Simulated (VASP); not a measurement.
# VSi (R-3m) in VASP: single point with PBE

Aim: the single point of VSi with PBE.

Everything below comes from runs of VASP 6.6.1. Logs are shortened: lines on timing, memory, paths and dates and some standing lists are left out, and cuts for length are marked.

## Step 1: The cell of the first run

The structure is trigonal, space group R-3m (No. 166). The conventional cell has a = 3.418 Å, b = 3.418 Å, c = 8.649 Å, α = 90.00°, β = 90.00°, γ = 120.00°. Within 3.2 Å of V (site symmetry -3m) lie 6 Si at 2.44 Å. Within 3.2 Å of Si (site symmetry -3m) lie 6 V at 2.44 Å.

## Step 2: Single point, PBE

The input, INCAR:

```
PREC = Accurate ; ENCUT = 520
EDIFF = 1E-6 ; ISMEAR = 0
SIGMA = 0.1 ; LREAL = False
LASPH = True ; NELM = 60
ALGO = Normal ; ISIF = 2
LWAVE = False ; LCHARG = True
GGA = PE ; LELF = True
LVHAR = True ; NBANDS = 16
```

The input, KPOINTS:

```
regular mesh
0
Gamma
  18 18 18
```

The input, POSCAR:

```
VSi
1.0
    1.7091206726      0.9867612804      2.8829335290
   -1.7091206726      0.9867612804      2.8829335290
    0.0000000000     -1.9735225608      2.8829335290
V Si
1 1
Direct
    0.0000000000      0.0000000000      0.0000000000
    0.5000000000      0.5000000000      0.5000000000
```

Potentials or basis: VASP PAW PBE potentials, release 64 (V_sv, Si).

Started as:

```sh
$ cat potpaw_PBE.64/V_sv/POTCAR potpaw_PBE.64/Si/POTCAR > POTCAR
$ mpirun -np 1 vasp_std > vasp.out
```

OUTCAR:

```text
PREC = Accurate
   ENCUT = 520
   EDIFF = 1E-6
   ISMEAR = 0
   LREAL = False
   LASPH = True
   NELM = 60
   ISIF = 2
   GGA = PE

 ion  position               nearest neighbor table
   1  0.000  0.000  0.000-   2 2.44   2 2.44   2 2.44   2 2.44   2 2.44   2 2.44
   2  0.500  0.500  0.500-   1 2.44   1 2.44   1 2.44   1 2.44   1 2.44   1 2.44

  LATTYP: Found a trigonal (rhomboedric) cell.
 ALAT       =     3.4937225177
 COS(alpha) =     0.5213714153

  Lattice vectors:

 A1 = (   1.7091206726,   0.9867612804,   2.8829335290)
 A2 = (  -1.7091206726,   0.9867612804,   2.8829335290)
 A3 = (   0.0000000000,  -1.9735225608,   2.8829335290)

Analysis of symmetry for initial positions (statically):
=====================================================================
 Subroutine PRICEL returns:
 Original cell was already a primitive cell.

 Routine SETGRP: Setting up the symmetry group for a
 trigonal (rhombohedral) supercell.

 Subroutine GETGRP returns: Found 12 space group operations
 (whereof 12 operations were pure point group operations)
 out of a pool of 12 trial point group operations.

The static configuration has the point symmetry D_3d.

Analysis of symmetry for dynamics (positions and initial velocities):
=====================================================================
 Subroutine PRICEL returns:
 Original cell was already a primitive cell.

 Routine SETGRP: Setting up the symmetry group for a
 trigonal (rhombohedral) supercell.

 Subroutine GETGRP returns: Found 12 space group operations
 (whereof 12 operations were pure point group operations)
 out of a pool of 12 trial point group operations.

The dynamic configuration has the point symmetry D_3d.

 Subroutine INISYM returns: Found 12 space group operations
 (whereof 12 operations are pure point group operations),
 and found     1 'primitive' translations

----------------------------------------------------------------------------------------

                                     Primitive cell

  volume of cell :      29.1723

  direct lattice vectors                    reciprocal lattice vectors
     1.709120673  0.986761280  2.882933529     0.292548097  0.168902722  0.115622969
    -1.709120673  0.986761280  2.882933529    -0.292548097  0.168902722  0.115622969
     0.000000000 -1.973522561  2.882933529     0.000000000 -0.337805445  0.115622969

  length of vectors
     3.493722518  3.493722518  3.493722518     0.357045080  0.357045080  0.357045080

  position of ions in fractional coordinates (direct lattice)
     0.000000000  0.000000000  0.000000000
     0.500000000  0.500000000  0.500000000

  ion indices of the primitive-cell ions
   primitive index   ion index
                 1           1
                 2           2

----------------------------------------------------------------------------------------

 KPOINTS: regular mesh

Automatic generation of k-mesh.
 Grid dimensions read from file:
 generate k-points for:   18   18   18

 Generating k-lattice:

  Cartesian coordinates                     Fractional coordinates (reciprocal lattice)
     0.016252672  0.009383485  0.006423498     0.055555556  0.000000000  0.000000000
    -0.016252672  0.009383485  0.006423498     0.000000000  0.055555556  0.000000000
     0.000000000 -0.018766969  0.006423498     0.000000000  0.000000000  0.055555556

  Length of vectors
     0.019835838  0.019835838  0.019835838

  Shift w.r.t. Gamma in fractional coordinates (k-lattice)
     0.000000000  0.000000000  0.000000000

 Subroutine IBZKPT returns following result:
 ===========================================

 Found    580 irreducible k-points:

 Following reciprocal coordinates:
            Coordinates               Weight
  0.000000  0.000000  0.000000      1.000000
  0.055556  0.000000  0.000000      6.000000
  0.111111  0.000000  0.000000      6.000000
  0.166667  0.000000 -0.000000      6.000000
  0.222222  0.000000  0.000000      6.000000
  0.277778 -0.000000  0.000000      6.000000
[... 16 lines left out ...]
 -0.277778  0.055556 -0.000000     12.000000
 -0.222222  0.055556 -0.000000     12.000000
 [... further k-points ...]
   k-points           NKPTS =    580   k-points in BZ     NKDIM =    580   number of bands    NBANDS=     16
   number of dos      NEDOS =    301   number of ions     NIONS =      2
   total plane-waves  NPLWV =  21952
   dimension x,y,z NGX =    28 NGY =   28 NGZ =   28
   dimension x,y,z NGXF=    56 NGYF=   56 NGZF=   56
   ions per type =               1   1
   NGX,Y,Z   is equivalent  to a cutoff of  13.32, 13.32, 13.32 a.u.
   NGXF,Y,Z  is equivalent  to a cutoff of  26.65, 26.65, 26.65 a.u.
 SYSTEM =  unknown system
   PREC   = accura    normal or accurate (medium, high low for compatibility)
   ISTART =      0    job   : 0-new  1-cont  2-samecut
   ICHARG =      2    charge: 1-file 2-atom 10-const
   ISPIN  =      1    spin polarized calculation?
   LNONCOLLINEAR =      F non collinear calculations
   LSORBIT =      F    spin-orbit coupling
   LASPH  =      T    aspherical Exc in radial PAW
   ENCUT  =  520.0 eV  38.22 Ry    6.18 a.u.   6.50  6.50  6.50*2*pi/ulx,y,z
   NELM   =     60;   NELMIN=  2; NELMDL= -5     # of ELM steps
   EDIFF  = 0.1E-05   stopping-criterion for ELM
   LREAL  =      F    real-space projection
   EDIFFG = 0.1E-04   stopping-criterion for IOM
   NSW    =      0    number of steps for IOM
   IBRION =     -1    ionic relax: 0-MD 1-quasi-New 2-CG
   NFREE  =      0    steps in history (QN), initial steepest desc. (CG)
   ISIF   =      2    stress and relaxation
   ISYM   =      2    0-nonsym 1-usesym 2-fastsym
   POTIM  = 0.5000    time-step for ionic-motion
   TEBEG  =    0.0;   TEEND  =   0.0 temperature during run
   PSTRESS=    0.0 pullay stress
   NELECT =      17.0000    total number of electrons
   NUPDOWN=      -1.0000    fix difference up-down
   EMIN   =  10.00;   EMAX   =-10.00  energy-range for DOS
   EFERMI =   0.00;   METHOD = LEGACY
   ISMEAR =     0;   SIGMA  =   0.10  broadening in eV -4-tet -1-fermi 0-gaus
   EFERMI_NEDOS =   21; number of points for ismear=-14 and -15
   IALGO  =     38    algorithm
   IMIX   =      4    mixing-type and parameters
     AMIX     =   0.40;   BMIX     =  1.00
     AMIX_MAG =   1.60;   BMIX_MAG =  1.00
  volume/ion in A,a.u.               =      14.59        98.43
  Fermi-wavevector in a.u.,A,eV,Ry     =   1.367417  2.584043 25.440563  1.869829
  Thomas-Fermi vector in A             =   2.493471
   LORBIT       =      0    0 simple, 1 ext, 2 COOP (PROOUT), +10 PAW based schemes
   GGA     = PE    functional components
   LHFCALC =     F    Hartree Fock is set to
   AEXX    =    0.0000 exact exchange contribution
   IVDW    =     0    specifies the selected vdW correction
   LEPSILON=     F    determine dielectric tensor
   LRPA    =     F    only Hartree local field effects (RPA)
 non-spin polarized calculation
 Gauss-broadening in eV      SIGMA  =   0.10
  energy-cutoff  :      520.00
  volume of cell :       29.17
 maximum number of plane-waves:       802
 NGX is ok and might be reduce to    28
   NGX = 13   NGY = 13   NGZ = 13

 number of electron      16.9999997 magnetization

 Free energy of the ion-electron system (eV)
  ---------------------------------------------------
  ext. energy  EPLUGINS =         0.00000000
  ---------------------------------------------------
  free energy    TOTEN  =       -14.42459366 eV

  energy without entropy =      -14.41469009  energy(sigma->0) =      -14.41964187

 E-fermi :   9.4324     XC(G=0): -11.7079

 val. band max:        9.4321818296   @ k =  -0.2222  -0.3333   0.1667
 cond. band min:       9.4388390999   @ k =  -0.1667   0.1111   0.1111
 fundamental gap:      0.0066572703
 Fermi energy:         9.4323947305

 k-point     1 :       0.0000    0.0000    0.0000
  band No.  band energies     occupation
      1     -54.9646      2.00000
      2     -28.8133      2.00000
      3     -28.8124      2.00000
      4     -28.8124      2.00000
      5      -1.7954      2.00000
      6       8.3608      2.00000
[... 8 lines left out ...]
     15      20.2887      0.00000
     16      20.7154      0.00000

 k-point     2 :       0.0556    0.0000    0.0000
  band No.  band energies     occupation
      1     -54.9644      2.00000
      2     -28.8151      2.00000
      3     -28.8135      2.00000
      4     -28.8128      2.00000
      5      -1.7355      2.00000
      6       8.3571      2.00000
[... 8 lines left out ...]
     15      20.2976      0.00000
     16      20.7096      0.00000

 k-point     3 :       0.1111    0.0000    0.0000
  band No.  band energies     occupation
      1     -54.9637      2.00000
      2     -28.8226      2.00000
      3     -28.8144      2.00000
      4     -28.8140      2.00000
      5      -1.5570      2.00000
      6       8.1968      2.00000
[... 8 lines left out ...]
     15      20.2260      0.00000
     16      20.6534      0.00000

 k-point     4 :       0.1667    0.0000   -0.0000
  band No.  band energies     occupation
      1     -54.9626      2.00000
      2     -28.8341      2.00000
      3     -28.8158      2.00000
      4     -28.8158      2.00000
      5      -1.2633      2.00000
      6       7.7676      2.00000
[... 8 lines left out ...]
     15      19.9728      0.00000
     16      20.4100      0.00000
[... 324 lines left out ...]
 k-point    22 :      -0.3333    0.0556   -0.0000
  band No.  band energies     occupation
      1     -54.9581      2.00000
      2     -28.8812      2.00000
      3     -28.8256      2.00000
      4     -28.8211      2.00000
      5       0.4917      2.00000
      6       5.2642      2.00000
[... 8 lines left out ...]
     15      17.4606      0.00000
     16      18.4451      0.00000

 k-point    23 :      -0.2778    0.0556   -0.0000
  band No.  band energies     occupation
      1     -54.9593      2.00000
      2     -28.8684      2.00000
      3     -28.8236      2.00000
      4     -28.8192      2.00000
      5      -0.1192      2.00000
      6       6.1083      2.00000
[... 8 lines left out ...]
     15      18.2966      0.00000
     16      18.9146      0.00000

 k-point    24 :      -0.2222    0.0556   -0.0000
  band No.  band energies     occupation
      1     -54.9607      2.00000
      2     -28.8540      2.00000
      3     -28.8212      2.00000
      4     -28.8173      2.00000
      5      -0.6511      2.00000
      6       6.8943      2.00000
[... 8 lines left out ...]
     15      19.1254      0.00000
     16      19.4167      0.00000

 [... further k-points ...]

------------------------ aborting loop because EDIFF is reached ----------------------------------------

  FORCE on cell =-STRESS in cart. coord.  units (eV):
  Direction    XX          YY          ZZ          XY          YZ          ZX
  --------------------------------------------------------------------------------------
  -------------------------------------------------------------------------------------
  Total        0.0061144      0.0061144      0.0077187      0.0000000     -0.0000000      0.0000000
  in kB        0.3358112      0.3358112      0.4239192      0.0000000     -0.0000000      0.0000000
  external PRESSURE =       0.3651805 kB  Pullay stress =       0.0000000 kB

 VOLUME and BASIS-vectors are now :
 -----------------------------------------------------------------------------
  energy-cutoff  :      520.00
  volume of cell :       29.17
      direct lattice vectors                 reciprocal lattice vectors
     1.709120673  0.986761280  2.882933529     0.292548097  0.168902722  0.115622969
    -1.709120673  0.986761280  2.882933529    -0.292548097  0.168902722  0.115622969
     0.000000000 -1.973522561  2.882933529     0.000000000 -0.337805445  0.115622969

 POSITION                                       TOTAL-FORCE (eV/Angst)
 -----------------------------------------------------------------------------------
      0.00000      0.00000      0.00000        -0.000000      0.000000      0.000000
      0.00000      0.00000      4.32440         0.000000     -0.000000     -0.000000
 -----------------------------------------------------------------------------------
    total drift:                                0.000000      0.000000     -0.000000

  FREE ENERGIE OF THE ION-ELECTRON SYSTEM (eV)
  ---------------------------------------------------
  free  energy   TOTEN  =       -14.4245936617 eV

  energy  without entropy=      -14.4146900876  energy(sigma->0) =      -14.41964187
```

Wall time 2 min (1 thread of Intel Xeon 6975P-C (Granite Rapids), shared host); peak memory 0.37 GiB.

What came out:

```yaml
Free_energy: -14.4246 eV
Pressure: 0.0 GPa
Band_gap_on_the_k_mesh: zero (an odd number of electrons rules out a gap without spin polarisation)
```

Levels at points of the mesh, in eV from the Fermi level:
| k point | band 6 | band 7 | band 8 | band 9 | band 10 | band 11 |
| --- | --- | --- | --- | --- | --- | --- |
| (0.00, 0.00, 0.00) | -1.07 | -0.85 | -0.85 | -0.62 | -0.62 | 3.22 |
| (0.50, 0.00, 0.00) | -5.93 | -2.62 | -2.41 | 0.64 | 0.79 | 1.64 |
| (0.50, 0.50, 0.00) | -4.30 | -2.54 | -0.10 | 0.06 | 0.31 | 1.05 |
| (0.50, 0.50, 0.50) | -5.99 | -2.32 | -2.32 | 0.66 | 0.66 | 1.45 |
